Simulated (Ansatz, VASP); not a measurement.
# AgCl: VASP beside Ansatz

File INCAR:

```
PREC = Accurate
ENCUT = 520
EDIFF = 1E-6
ISMEAR = -1
SIGMA = 0.02
LREAL = False
LASPH = True
NELM = 100
ALGO = Normal
ISIF = 2
LWAVE = False
LCHARG = True
GGA = CA
LELF = True
LVHAR = True
NBANDS = 16
```

File KPOINTS:

```
regular mesh
0
Gamma
  8 8 8
```

POSCAR

```
AgCl
1.0
    0.0000000000      2.7356704056      2.7356704056
    2.7356704056      0.0000000000      2.7356704056
    2.7356704056      2.7356704056      0.0000000000
Ag Cl
1 1
Direct
    0.5000000000      0.5000000000      0.5000000000
    0.0000000000      0.0000000000      0.0000000000
```

Input for Ansatz:

```yaml
crystal:
  lattice:
    - [0.0, 2.7356704056, 2.7356704056]
    - [2.7356704056, 0.0, 2.7356704056]
    - [2.7356704056, 2.7356704056, 0.0]
  atoms:
    - { symbol: Ag, position: [0.5, 0.5, 0.5] }
    - { symbol: Cl, position: [0.0, 0.0, 0.0] }
kpoints:
  mp_grid: { grid: [8, 8, 8] }
  band_path:
    path:
      - [0.0, 0.0, 0.0]
      - [0.5, 0.0, 0.5]
      - [0.625, 0.25, 0.625]
      - [0.375, 0.375, 0.75]
      - [0.0, 0.0, 0.0]
      - [0.5, 0.5, 0.5]
      - [0.5, 0.25, 0.75]
      - [0.5, 0.0, 0.5]
    npoints: 5
scf:
  occupations: { method: fermi_dirac, width: 0.02 }
hamiltonian:
  xc: lda
  pseudopotentials: { kind: all_electron, lapw: { basis_error: 0.0005 } }
output:
  forces: true
  stress: true
  eigenvalues: true
```

Change from the starting cell: volume scaled by 0.96.

Alike in both runs: task single point; functional LDA; k mesh 8 × 8 × 8; occupations fermi-dirac, width 0.02 eV; no spin polarisation.

|  | VASP | Ansatz |
| --- | --- | --- |
| version | VASP 6.6.1 | Ansatz 0.2.0 |
| potentials or method | VASP PAW LDA potentials, release 64 (Ag, Cl), cutoff 520 eV | all-electron LAPW, scalar-relativistic |

|  | VASP | Ansatz | Ansatz less VASP |
| --- | --- | --- | --- |
| pressure (GPa) | -3.8 | -3.8 | 0.00 |

LDA's correlation is that of Perdew and Zunger in VASP and of Perdew and Wang (1992) in Ansatz. Ansatz ran all-electron here, and VASP with PAW potentials.
